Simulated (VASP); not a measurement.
# Ta3H in VASP: further runs

The runs below take Ta3H through single point, with PBE.

Everything below comes from runs of VASP 6.6.1. Logs are shortened: lines on timing, memory, paths and dates and some standing lists are left out, and cuts for length are marked.

### 1 The cell of the first run

The cell holds a slab with vacuum, 4 atoms: a = 2.874 Å, b = 2.874 Å, c = 20.027 Å, α = 90.00°, β = 90.00°, γ = 109.47°.

### 2 Single point, PBE

File INCAR:

```
SYSTEM = Ta3H
PREC = Accurate
ENCUT = 520
EDIFF = 1E-7
ISMEAR = 0
SIGMA = 0.1
LREAL = .FALSE.
LASPH = .TRUE.
NELM = 100
ALGO = Normal
ISIF = 2
LWAVE = .FALSE.
LCHARG = .FALSE.
LDIPOL = .TRUE.
IDIPOL = 3
DIPOL = 0.5 0.5 0.364
GGA = PE
NBANDS = 25
```

File KPOINTS:

```
Automatic mesh
0
G
  10 10 1
  0 0 0
```

File POSCAR:

```
Ta3H
1.0
    2.8743098524      0.0000000000      0.0000000000
   -0.9581032841      2.7099253172      0.0000000000
    0.0000000000      0.0000000000     20.0266897040
Ta H
3 1
Direct
    0.5000000000      0.5000000000      0.1997334587
    0.0000000000      0.0000000000      0.3127671377
    0.5000000000      0.5000000000      0.4257663064
    0.5000000000      0.5000000000      0.5161177283
```

Potentials or basis: VASP PAW PBE potentials, release 64 (Ta_pv, H).

Command:

```sh
cat potpaw_PBE.64/Ta_pv/POTCAR potpaw_PBE.64/H/POTCAR > POTCAR
mpirun -np 1 vasp_std > vasp.out
```

OUTCAR:

```text
SYSTEM = Ta3H
   PREC = Accurate
   ENCUT = 520
   EDIFF = 1E-7
   ISMEAR = 0
   LREAL = .FALSE.
   LASPH = .TRUE.
   NELM = 100
   ISIF = 2
   GGA = PE

 ion  position               nearest neighbor table
   1  0.500  0.500  0.200-   2 2.81   2 2.81   2 3.26   2 3.26
   2  0.000  0.000  0.313-   3 2.81   3 2.81   1 2.81   1 2.81   3 3.26   3 3.26   1 3.26   1 3.26

   3  0.500  0.500  0.426-   4 1.81   2 2.81   2 2.81   2 3.26   2 3.26
   4  0.500  0.500  0.516-   3 1.81

  LATTYP: Found a base centered orthorhombic cell.
 ALAT       =     3.3189671341
 B/A-ratio  =     1.4142135623
 C/A-ratio  =     6.0340126596

  Lattice vectors:

 A1 = (   2.8743098524,   0.0000000000,   0.0000000000)
 A2 = (  -0.9581032841,   2.7099253172,   0.0000000000)
 A3 = (   0.0000000000,   0.0000000000,  20.0266897040)

Analysis of symmetry for initial positions (statically):
=====================================================================
 Subroutine PRICEL returns:
 Original cell was already a primitive cell.

 Routine SETGRP: Setting up the symmetry group for a
 base centered orthorhombic supercell.

 Subroutine GETGRP returns: Found  4 space group operations
 (whereof  4 operations were pure point group operations)
 out of a pool of  8 trial point group operations.

The static configuration has the point symmetry C_2v.

Analysis of symmetry for dynamics (positions and initial velocities):
=====================================================================
 Subroutine PRICEL returns:
 Original cell was already a primitive cell.

 Routine SETGRP: Setting up the symmetry group for a
 base centered orthorhombic supercell.

 Subroutine GETGRP returns: Found  4 space group operations
 (whereof  4 operations were pure point group operations)
 out of a pool of  8 trial point group operations.

The dynamic configuration has the point symmetry C_2v.

 Subroutine INISYM returns: Found  4 space group operations
 (whereof  4 operations are pure point group operations),
 and found     1 'primitive' translations

----------------------------------------------------------------------------------------

                                     Primitive cell

  volume of cell :     155.9912

  direct lattice vectors                    reciprocal lattice vectors
     2.874309852  0.000000000  0.000000000     0.347909603  0.123004620  0.000000000
    -0.958103284  2.709925317  0.000000000     0.000000000  0.369013859  0.000000000
     0.000000000  0.000000000 20.026689704     0.000000000  0.000000000  0.049933365

  length of vectors
     2.874309852  2.874309852 20.026689704     0.369013859  0.369013859  0.049933365

  position of ions in fractional coordinates (direct lattice)
     0.500000000  0.500000000  0.199733459
     0.000000000  0.000000000  0.312767138
     0.500000000  0.500000000  0.425766306
     0.500000000  0.500000000  0.516117728

  ion indices of the primitive-cell ions
   primitive index   ion index
                 1           1
                 2           2
                 3           3
                 4           4

----------------------------------------------------------------------------------------

 KPOINTS: Automatic mesh

Automatic generation of k-mesh.
 Grid dimensions read from file:
 generate k-points for:   10   10    1

 Generating k-lattice:

  Cartesian coordinates                     Fractional coordinates (reciprocal lattice)
     0.034790960  0.012300462  0.000000000     0.100000000  0.000000000  0.000000000
     0.000000000  0.036901386  0.000000000     0.000000000  0.100000000  0.000000000
     0.000000000  0.000000000  0.049933365     0.000000000  0.000000000  1.000000000

  Length of vectors
     0.036901386  0.036901386  0.049933365

  Shift w.r.t. Gamma in fractional coordinates (k-lattice)
     0.000000000  0.000000000  0.000000000

 Subroutine IBZKPT returns following result:
 ===========================================

 Found     31 irreducible k-points:

 Following reciprocal coordinates:
            Coordinates               Weight
  0.000000  0.000000  0.000000      1.000000
  0.100000  0.000000  0.000000      4.000000
  0.200000  0.000000  0.000000      4.000000
  0.300000  0.000000  0.000000      4.000000
  0.400000  0.000000  0.000000      4.000000
  0.500000  0.000000  0.000000      2.000000
[... 16 lines left out ...]
  0.300000  0.300000  0.000000      2.000000
  0.400000  0.300000  0.000000      4.000000
 [... further k-points ...]
   k-points           NKPTS =     31   k-points in BZ     NKDIM =     31   number of bands    NBANDS=     25
   number of dos      NEDOS =    301   number of ions     NIONS =      4
   total plane-waves  NPLWV =  86400
   dimension x,y,z NGX =    24 NGY =   24 NGZ =  150
   dimension x,y,z NGXF=    48 NGYF=   48 NGZF=  300
   ions per type =               3   1
   NGX,Y,Z   is equivalent  to a cutoff of  13.88, 13.88, 12.45 a.u.
   NGXF,Y,Z  is equivalent  to a cutoff of  27.76, 27.76, 24.90 a.u.
 SYSTEM =  Ta3H
   PREC   = accura    normal or accurate (medium, high low for compatibility)
   ISTART =      0    job   : 0-new  1-cont  2-samecut
   ICHARG =      2    charge: 1-file 2-atom 10-const
   ISPIN  =      1    spin polarized calculation?
   LNONCOLLINEAR =      F non collinear calculations
   LSORBIT =      F    spin-orbit coupling
   LASPH  =      T    aspherical Exc in radial PAW
   ENCUT  =  520.0 eV  38.22 Ry    6.18 a.u.   5.34  5.34 37.24*2*pi/ulx,y,z
   NELM   =    100;   NELMIN=  2; NELMDL= -5     # of ELM steps
   EDIFF  = 0.1E-06   stopping-criterion for ELM
   LREAL  =      F    real-space projection
   EDIFFG = 0.1E-05   stopping-criterion for IOM
   NSW    =      0    number of steps for IOM
   IBRION =     -1    ionic relax: 0-MD 1-quasi-New 2-CG
   NFREE  =      0    steps in history (QN), initial steepest desc. (CG)
   ISIF   =      2    stress and relaxation
   ISYM   =      2    0-nonsym 1-usesym 2-fastsym
   POTIM  = 0.5000    time-step for ionic-motion
   TEBEG  =    0.0;   TEEND  =   0.0 temperature during run
   PSTRESS=    0.0 pullay stress
   NELECT =      34.0000    total number of electrons
   NUPDOWN=      -1.0000    fix difference up-down
   EMIN   =  10.00;   EMAX   =-10.00  energy-range for DOS
   EFERMI =   0.00;   METHOD = LEGACY
   ISMEAR =     0;   SIGMA  =   0.10  broadening in eV -4-tet -1-fermi 0-gaus
   EFERMI_NEDOS =   21; number of points for ismear=-14 and -15
   IALGO  =     38    algorithm
   IMIX   =      4    mixing-type and parameters
     AMIX     =   0.40;   BMIX     =  1.00
     AMIX_MAG =   1.60;   BMIX_MAG =  1.00
  volume/ion in A,a.u.               =      39.00       263.17
  Fermi-wavevector in a.u.,A,eV,Ry     =   0.985223  1.861801 13.206684  0.970664
  Thomas-Fermi vector in A             =   2.116514
   LORBIT       =      0    0 simple, 1 ext, 2 COOP (PROOUT), +10 PAW based schemes
   GGA     = PE    functional components
   LHFCALC =     F    Hartree Fock is set to
   AEXX    =    0.0000 exact exchange contribution
   IVDW    =     0    specifies the selected vdW correction
   LEPSILON=     F    determine dielectric tensor
   LRPA    =     F    only Hartree local field effects (RPA)
 non-spin polarized calculation
 Gauss-broadening in eV      SIGMA  =   0.10
  energy-cutoff  :      520.00
  volume of cell :      155.99
 maximum number of plane-waves:      4238
 NGX is ok and might be reduce to    24
   NGX = 11   NGY = 11   NGZ = 75

 dipolmoment           0.000000      0.000000     -0.337009 electrons x Angstroem

 number of electron      33.9999996 magnetization

 dipolmoment           0.000000      0.000000      0.075434 electrons x Angstroem

 Free energy of the ion-electron system (eV)
  ---------------------------------------------------
  ext. energy  EPLUGINS =         0.00000000
  ---------------------------------------------------
  free energy    TOTEN  =       -36.09542750 eV

  energy without entropy =      -36.07259577  energy(sigma->0) =      -36.08401164

 E-fermi :  -1.5042     XC(G=0):  -5.6028

 val. band max:       -1.5048123269   @ k =   0.5000   0.1000   0.0000
 cond. band min:      -1.4953251912   @ k =   0.1000   0.1000   0.0000
 fundamental gap:      0.0094871357
 Fermi energy:        -1.5041727537

 k-point     1 :       0.0000    0.0000    0.0000
  band No.  band energies     occupation
      1     -35.9828      2.00000
      2     -35.6329      2.00000
      3     -35.3192      2.00000
      4     -35.2181      2.00000
      5     -35.0719      2.00000
      6     -35.0290      2.00000
[... 17 lines left out ...]
     24       2.0899      0.00000
     25       2.2372      0.00000

 k-point     2 :       0.1000    0.0000    0.0000
  band No.  band energies     occupation
      1     -35.9600      2.00000
      2     -35.6432      2.00000
      3     -35.3588      2.00000
      4     -35.2783      2.00000
      5     -35.1118      2.00000
      6     -35.0685      2.00000
[... 17 lines left out ...]
     24       2.1277      0.00000
     25       2.2438      0.00000

 k-point     3 :       0.2000    0.0000    0.0000
  band No.  band energies     occupation
      1     -35.9056      2.00000
      2     -35.6860      2.00000
      3     -35.5118      2.00000
      4     -35.4371      2.00000
      5     -35.1762      2.00000
      6     -35.1270      2.00000
[... 17 lines left out ...]
     24       1.9201      0.00000
     25       2.6541      0.00000

 k-point     4 :       0.3000    0.0000    0.0000
  band No.  band energies     occupation
      1     -35.8991      2.00000
      2     -35.7901      2.00000
      3     -35.6981      2.00000
      4     -35.6026      2.00000
      5     -35.2454      2.00000
      6     -35.1976      2.00000
[... 17 lines left out ...]
     24       2.3235      0.00000
     25       2.9434      0.00000

 k-point     5 :       0.4000    0.0000    0.0000
  band No.  band energies     occupation
      1     -36.0196      2.00000
      2     -35.9072      2.00000
      3     -35.8669      2.00000
      4     -35.5845      2.00000
      5     -35.3029      2.00000
      6     -35.2592      2.00000
[... 17 lines left out ...]
     24       2.9231      0.00000
     25       3.2598      0.00000

 k-point     6 :       0.5000    0.0000    0.0000
  band No.  band energies     occupation
      1     -36.0821      2.00000
      2     -35.9475      2.00000
      3     -35.9464      2.00000
      4     -35.5469      2.00000
      5     -35.3089      2.00000
      6     -35.2999      2.00000
[... 17 lines left out ...]
     24       2.9175      0.00000
     25       3.3595      0.00000
[... 393 lines left out ...]
 k-point    21 :      -0.3000    0.2000    0.0000
  band No.  band energies     occupation
      1     -35.8508      2.00000
      2     -35.6601      2.00000
      3     -35.6403      2.00000
      4     -35.5846      2.00000
      5     -35.4361      2.00000
      6     -35.3528      2.00000
[... 17 lines left out ...]
     24       2.2279      0.00000
     25       2.4878      0.00000

 k-point    22 :      -0.2000    0.2000    0.0000
  band No.  band energies     occupation
      1     -35.8895      2.00000
      2     -35.5921      2.00000
      3     -35.4628      2.00000
      4     -35.4183      2.00000
      5     -35.3779      2.00000
      6     -35.3564      2.00000
[... 17 lines left out ...]
     24       1.2993      0.00000
     25       2.3810      0.00000

 k-point    23 :       0.3000    0.3000    0.0000
  band No.  band energies     occupation
      1     -35.8469      2.00000
      2     -35.7996      2.00000
      3     -35.7099      2.00000
      4     -35.6535      2.00000
      5     -35.6518      2.00000
      6     -35.5073      2.00000
[... 17 lines left out ...]
     24       2.8583      0.00000
     25       3.3782      0.00000

 k-point    24 :       0.4000    0.3000    0.0000
  band No.  band energies     occupation
      1     -35.9094      2.00000
      2     -35.8532      2.00000
      3     -35.7997      2.00000
      4     -35.7011      2.00000
      5     -35.6136      2.00000
      6     -35.5041      2.00000
[... 17 lines left out ...]
     24       3.4960      0.00000
     25       4.2153      0.00000

 [... further k-points ...]

------------------------ aborting loop because EDIFF is reached ----------------------------------------

 vacuum level on the upper side and lower side of the slab       (xc-potential included)         0.707        -1.065

  FORCE on cell =-STRESS in cart. coord.  units (eV):
  Direction    XX          YY          ZZ          XY          YZ          ZX
  --------------------------------------------------------------------------------------
  -------------------------------------------------------------------------------------
  Total       -2.3662467     -1.8408359      1.3807112      0.7430430      0.0000000      0.0000000
  in kB      -24.3035953    -18.9071293     14.1812118      7.6317554      0.0000000      0.0000000
  external PRESSURE =      -9.6765043 kB  Pullay stress =       0.0000000 kB

 VOLUME and BASIS-vectors are now :
 -----------------------------------------------------------------------------
  energy-cutoff  :      520.00
  volume of cell :      155.99
      direct lattice vectors                 reciprocal lattice vectors
     2.874309852  0.000000000  0.000000000     0.347909603  0.123004620  0.000000000
    -0.958103284  2.709925317  0.000000000     0.000000000  0.369013859  0.000000000
     0.000000000  0.000000000 20.026689704     0.000000000  0.000000000  0.049933365

 POSITION                                       TOTAL-FORCE (eV/Angst)
 -----------------------------------------------------------------------------------
      0.95810      1.35496      4.00000         0.000000      0.000000      0.119257
      0.00000      0.00000      6.26369        -0.000000      0.000000     -0.839279
      0.95810      1.35496      8.52669         0.000000      0.000000      0.693913
      0.95810      1.35496     10.33613        -0.000000      0.000000      0.026109
 -----------------------------------------------------------------------------------
    total drift:                                0.000000      0.000000     -0.000186

  FREE ENERGIE OF THE ION-ELECTRON SYSTEM (eV)
  ---------------------------------------------------
  free  energy   TOTEN  =       -36.0954275028 eV

  energy  without entropy=      -36.0725957721  energy(sigma->0) =      -36.08401164

 vacuum level on the upper side and lower side of the slab         4.829         3.015
```

It took 2.7 min on 1 thread of Intel Xeon Platinum 8259CL at 2.50GHz (Skylake/Cascade Lake), shared host; peak memory 0.33 GiB.

What came out:

- Free energy: -36.0954 eV
- Largest force: 0.839 eV/Å
- Band gap on the k mesh: zero (band 17 reaches -0.33 eV, above the bottom of band 18 at -1.91 eV)

Forces on the atoms (eV/Å):
```
Ta   0.000  0.000  0.119
Ta   0.000  0.000 -0.839
Ta   0.000  0.000  0.694
H    0.000  0.000  0.026
```

Caveat: spin-orbit coupling is left out, which moves the levels of the heavy elements.

### 3 Single point, PBE

File INCAR:

```
ALGO = Normal
DIPOL = 0.5 0.5 0.354
EDIFF = 1E-6
ENCUT = 520
GGA = PE
IDIPOL = 3
ISIF = 2
ISMEAR = 0
LASPH = True
LCHARG = True
LDIPOL = True
LELF = True
LREAL = False
LVACPOTAV = True
LVHAR = True
LWAVE = False
NBANDS = 25
NELM = 80
PREC = Accurate
SIGMA = 0.1
```

File KPOINTS:

```
k-points
0
Gamma
  10 10 1
```

POSCAR: that of step 2 with these lines changed.

```diff
@@ -11,2 +11,2 @@
     0.5000000000      0.5000000000      0.4257663064
-    0.5000000000      0.5000000000      0.5161177283
+    1.0000000000      1.0000000000      0.4791727691
```

Potentials or basis: VASP PAW PBE potentials, release 64 (Ta_pv, H).

Command:

```sh
cat potpaw_PBE.64/Ta_pv/POTCAR potpaw_PBE.64/H/POTCAR > POTCAR
mpirun -np 1 vasp_std > vasp.out
```

Wall time 2.9 min (1 thread of Intel Xeon Platinum 8259CL at 2.50GHz (Skylake/Cascade Lake), shared host); peak memory 0.32 GiB.

Results (log left out):

```
Free energy            : -37.2334 eV
Largest force          : 0.583 eV/Å
Band gap on the k mesh : zero (band 17 reaches 0.44 eV, above the bottom of band 18 at -1.01 eV)
```

Forces in eV/Å, atoms in the order of the input:
```
Ta   0.000  0.000  0.058
Ta   0.000  0.000 -0.583
Ta   0.000  0.000  0.509
H    0.000  0.000  0.017
```

Levels at points of the mesh, in eV from the Fermi level:
```csv
k point,band 14,band 15,band 16,band 17,band 18,band 19,band 20,band 21
"(0.00, 0.00, 0.00)",-1.57,-0.80,-0.38,0.28,0.50,0.83,0.93,2.53
"(0.50, 0.00, 0.00)",-1.50,-1.44,-0.80,-0.31,1.17,2.28,3.12,3.55
"(0.50, 0.50, 0.00)",-1.77,-1.22,0.61,0.85,0.96,2.11,2.31,2.96
```

Caveat: spin-orbit coupling is left out, which moves the levels of the heavy elements.
